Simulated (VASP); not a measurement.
Here is a VASP 6.6.1 calculation.

File POSCAR:

```
Sc2F
1.0
    3.4915600944      0.0000000000      0.0000000000
    0.0000000000      3.4915600944      0.0000000000
    0.0000000000      0.0000000000      9.6599248170
Sc F
4 2
Direct
    0.0000000000      0.5000000000      0.1254578626
    0.0000000000      0.5000000000      0.6254578626
    0.5000000000      0.0000000000      0.3745421374
    0.5000000000      0.0000000000      0.8745421374
    0.0000000000      0.0000000000      0.0000000000
    0.5000000000      0.5000000000      0.5000000000
```

The input INCAR.step1:

```
SYSTEM = Sc2F
ALGO = Normal
EDIFF = 1E-4
ENCUT = 520
GGA = PE
ISMEAR = 0
LASPH = .True.
LCHARG = .False.
LREAL = .False.
LWAVE = .True.
NBANDS = 38
NELM = 100
PREC = Accurate
SIGMA = 0.1
```

Contents of INCAR.step2:

```
SYSTEM = Sc2F
ALGO = Normal
EDIFF = 1E-6
ENCUT = 520
ISIF = 2
ISMEAR = 0
ISTART = 1
LASPH = .True.
LCHARG = .False.
LMIXTAU = .True.
LREAL = .False.
LWAVE = .False.
METAGGA = R2SCAN
NBANDS = 38
NELM = 100
PREC = Accurate
SIGMA = 0.1
```

Contents of KPOINTS:

```
k-points
0
Gamma
  10 10 4
  0 0 0
```

Potentials or basis: VASP PAW PBE potentials, release 64 (Sc_sv, F).

Command:

```bash
$ cat potpaw_PBE.64/Sc_sv/POTCAR potpaw_PBE.64/F/POTCAR > POTCAR
$ cp INCAR.step1 INCAR
$ mpirun -np 1 vasp_std > vasp.out
$ cp INCAR.step2 INCAR
$ mpirun -np 1 vasp_std > vasp.out
```

Problem. Estimate the largest force.

Solution. 0.092 eV/Å.

Problem. What does it give for the band gap on the k mesh?

Solution. Zero (bands 29 and 30 overlap by 0.82 eV).

Problem. Estimate the pressure.

Solution. 0.6 GPa.

Forces on the atoms (eV/Å):
```
Sc   0.000  0.000  0.092
Sc   0.000  0.000  0.092
Sc   0.000  0.000 -0.092
Sc   0.000  0.000 -0.092
F    0.000  0.000  0.000
F    0.000  0.000  0.000
```

Caveat: the PAW data sets were made with another functional, which shifts forces and pressure a little.
